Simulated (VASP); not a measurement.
Write the native input for VASP 6.6.1 that does the following.

* Task: single point
* Functional: PBE
* Potentials or basis: VASP PAW PBE potentials, release 64 (Ta_sv_GW, Al, N)
* Cutoff: 700 eV
* k mesh: 12 × 12 × 6
* Occupations: gaussian, width 0.1 eV
* Spin: no spin polarisation
* Dipole correction: no
* Further INCAR settings: ALGO = Normal; EDIFF = 1e-06; NBANDS = 31

The structure of Ta2AlN3 lies in POSCAR:

```
Ta2AlN3
1.0
    3.2032089000      0.0000000000      0.0000000000
   -1.6016044500      2.7740602811      0.0000000000
    0.0000000000      0.0000000000      8.4196272333
Ta Al N
2 1 3
Direct
    0.0000000000      0.0000000000      0.0041263709
    0.6666666667      0.3333333333      0.3540642217
    0.3333333333      0.6666666667      0.6585834587
    0.3333333333      0.6666666667      0.8914958795
    0.6666666667      0.3333333333      0.6040524310
    0.0000000000      0.0000000000      0.2376776382
```

These files were run (other wordings do the same):

INCAR

```
PREC = Accurate ; ENCUT = 700
EDIFF = 1E-6 ; ISMEAR = 0
SIGMA = 0.1 ; LREAL = False
LASPH = True ; NELM = 120
ALGO = Normal ; ISIF = 2
LWAVE = False ; LCHARG = False
GGA = PE ; NBANDS = 31
GGA_COMPAT = False
```

KPOINTS

```
regular mesh
0
Gamma
  12 12 6
```

Potentials or basis: VASP PAW PBE potentials, release 64 (Ta_sv_GW, Al, N).

Run with:

```bash
$ cat potpaw_PBE.64/Ta_sv_GW/POTCAR potpaw_PBE.64/Al/POTCAR potpaw_PBE.64/N/POTCAR > POTCAR
$ mpirun -np 1 vasp_std > vasp.out
```

Results of the run:

The pressure is -0.1 GPa, the largest force is 0.033 eV/Å and the band gap on the k mesh is zero (bands 22 and 23 overlap by 0.60 eV).

Caveat: spin-orbit coupling is left out, which moves the levels of the heavy elements.

Wall time 6.1 min on 1 thread of Intel(R) Xeon(R) Platinum 8559C (Emerald Rapids), with other jobs on the host, peak memory 0.48 GiB.
